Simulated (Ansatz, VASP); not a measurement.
## One calculation of TiO2, two programs

INCAR

```
SYSTEM = TiO2
  PREC = Accurate
  ENCUT = 520
  EDIFF = 1E-6
  ISMEAR = 0
  SIGMA = 0.05
  LREAL = .FALSE.
  LASPH = .TRUE.
  NELM = 80
  ALGO = Normal
  ISIF = 2
  LWAVE = .FALSE.
  LCHARG = .FALSE.
  GGA = PE
  NBANDS = 33
```

KPOINTS

```
Automatic mesh
0
G
  6 6 10
  0 0 0
```

File POSCAR:

```
TiO2
1.0
    4.7209445933      0.0000000000      0.0000000000
    0.0000000000      4.7209445933      0.0000000000
    0.0000000000      0.0000000000      3.0133602124
Ti O
2 4
Direct
    0.0000000000      0.0000000000      0.0117733187
    0.5000000000      0.5000000000      0.5117733187
    0.3050970583      0.3050970583     -0.0176121460
    0.1949029417      0.8050970583      0.4823878540
    0.6949029417      0.6949029417     -0.0176121460
    0.8050970583      0.1949029417      0.4823878540
```

Input for Ansatz:

```yaml
crystal:
  lattice:
    - [4.7209445933, 0.0, 0.0]
    - [0.0, 4.7209445933, 0.0]
    - [0.0, 0.0, 3.0133602124]
  atoms:
    - { symbol: Ti, position: [0.0, 0.0, 0.0117733187] }
    - { symbol: Ti, position: [0.5, 0.5, 0.5117733187] }
    - { symbol: O, position: [0.3050970583, 0.3050970583, -0.017612146] }
    - { symbol: O, position: [0.1949029417, 0.8050970583, 0.482387854] }
    - { symbol: O, position: [0.6949029417, 0.6949029417, -0.017612146] }
    - { symbol: O, position: [0.8050970583, 0.1949029417, 0.482387854] }
basis:
  ecutwfc: 520.0
kpoints:
  mp_grid: { grid: [6, 6, 10] }
hamiltonian:
  xc: pbe
  pseudopotentials: { kind: paw, azcp: { folder: soft_1 } }
scf:
  occupations: { method: gaussian, width: 0.05 }
output:
  forces: true
  stress: true
  eigenvalues: true
```

Change from the starting cell: mode 1 frozen in at -0.052 Å, equal normal strain along x, y and z +0.0167.

Alike in both runs: task single point; functional PBE; k mesh 6 × 6 × 10; occupations gaussian, width 0.05 eV; no spin polarisation.

|  | VASP | Ansatz |
| --- | --- | --- |
| version | VASP 6.6.1 | Ansatz 0.2.0 |
| potentials or method | VASP PAW PBE potentials, release 64 (Ti_sv, O), cutoff 520 eV | scalar-relativistic, plane waves, PAW |
| valence electrons in the cell | 48 | 48 |

VASP gave:

| Quantity | Value |
| --- | --- |
| gap on the k mesh at the Fermi level (eV) | 1.87 |
| least direct gap on the mesh (eV) | 1.93 |
| pressure (GPa) | -8.6 |
| traceless stress, the component that is largest in VASP (GPa) | -1.35 |
| rms of the force components (eV/Å) | 0.107 |

**Question.** Estimate Ansatz's values.

**Answer.** gap on the k mesh at the Fermi level (eV): 1.89; least direct gap on the mesh (eV): 1.95; pressure (GPa): -9.3; traceless stress, the component that is largest in VASP (GPa): -1.58; rms of the force components (eV/Å): 0.127.

Atom by atom the forces differ by 0.020 eV/Å (rms over components). With one functional, cell and mesh, what is left measures potentials, basis and numerics.
